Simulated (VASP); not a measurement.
Set up this calculation in VASP 6.6.1, as the native input.

```
Task                   : relaxation of cell and atoms
Functional             : LDA
Potentials or basis    : VASP PAW LDA potentials, release 64 (Mo_sv)
Cutoff                 : 600 eV
k mesh                 : 18 × 18 × 18
Occupations            : gaussian, width 0.1 eV
Spin                   : no spin polarisation
Dipole correction      : no
Further INCAR settings : ALGO = Normal; EDIFF = 1e-07; IBRION = 2; EDIFFG = -0.005; NSW = 100; ISIF = 3
```

The structure of Mo lies in POSCAR:

```
Mo
1.0
   -1.5710000000      1.5710000000      1.5710000000
    1.5710000000     -1.5710000000      1.5710000000
    1.5710000000      1.5710000000     -1.5710000000
Mo
1
Direct
    0.0000000000      0.0000000000      0.0000000000
```

The input as run:

INCAR

```
ALGO = Normal ; EDIFF = 1E-7
EDIFFG = -0.005 ; ENCUT = 600
GGA = CA ; IBRION = 2
ISIF = 3 ; ISMEAR = 0
LASPH = T ; LCHARG = F
LREAL = F ; LWAVE = F
NELM = 60 ; NSW = 100
PREC = Accurate ; SIGMA = 0.1
```

KPOINTS

```
k-points
0
Gamma
  18 18 18
```

Potentials or basis: VASP PAW LDA potentials, release 64 (Mo_sv).

Run with:

```sh
$ cat potpaw_LDA.64/Mo_sv/POTCAR > POTCAR
$ mpirun -np 1 vasp_std > vasp.out
```

It gave:

```yaml
Relaxed_volume: 15.12 Å³/atom
Relaxed_cell: a = 2.698 Å, b = 2.698 Å, c = 2.698 Å, α = 109.47°, β = 109.47°, γ = 109.47°
Space_group_after_relaxing_to_0.05_Å: Im-3m (No. 229)
Energy_gained_by_relaxing: 8.8 meV/atom
Ionic_steps: 4
Pressure_after_relaxing: 0.0 GPa
Band_gap_on_the_k_mesh: zero (band 7 reaches 17.21 eV, above the bottom of band 8 at 11.57 eV)
```

It took 110 s on 1 thread of Intel Xeon 8259CL, on a shared host, peak memory 0.17 GiB.
